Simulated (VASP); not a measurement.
**Mg2Te3O: single point with PBE**

The system is Mg2Te3O.

```
Mg Te O
1.0
     4.63522    2.67615    2.52179
    -4.63522    2.67615    2.52179
     0.00000   -5.35229    2.52179
Mg Te O
2 3 1
Direct
  0.73815 0.73815 0.73815
  0.26185 0.26185 0.26185
  0.00000 0.50000 0.00000
  0.00000 0.00000 0.50000
  0.50000 0.00000 0.00000
  0.50000 0.50000 0.50000
```

The cell was built from a structure type or drawn by symmetry, and may not be a known phase.

```
Program                : VASP 6.6.1
Task                   : single point
Functional             : PBE
Potentials or basis    : VASP PAW PBE potentials, release 64 (Mg, Te, O)
Cutoff                 : 520 eV
k mesh                 : 3 × 3 × 3
Occupations            : gaussian, width 0.1 eV
Spin                   : no spin polarisation
Dipole correction      : no
Further INCAR settings : ALGO = Normal; EDIFF = 1e-06; NBANDS = 23
```

```
Pressure               : 0.0 GPa
Largest force          : 0.012 eV/Å
Band gap on the k mesh : zero (bands 14 and 15 overlap by 1.16 eV)
```

Forces on the atoms (eV/Å):
```
Mg   0.000  0.000  0.012
Mg   0.000  0.000 -0.012
Te   0.000  0.000  0.000
Te   0.000  0.000  0.000
Te   0.000  0.000  0.000
O    0.000  0.000  0.000
```

Stress tensor (GPa, compression positive):
```
-0.06  0.00  0.00
 0.00 -0.06  0.00
 0.00  0.00  0.02
```

Levels at points of the mesh, in eV from the Fermi level:
| k point | band 12 | band 13 | band 14 | band 15 | band 16 | band 17 |
| --- | --- | --- | --- | --- | --- | --- |
| (0.00, 0.00, 0.00) | -0.29 | -0.29 | 1.10 | 1.10 | 1.18 | 1.26 |

It took 93 s on 1 thread of Intel Xeon 8259CL (shared host), peak memory 0.32 GiB.

Caveat: the k points lie up to 0.38 Å⁻¹ apart, too coarse for converged energies and pressures of a metal; spin-orbit coupling is left out, which moves the levels of the heavy elements.
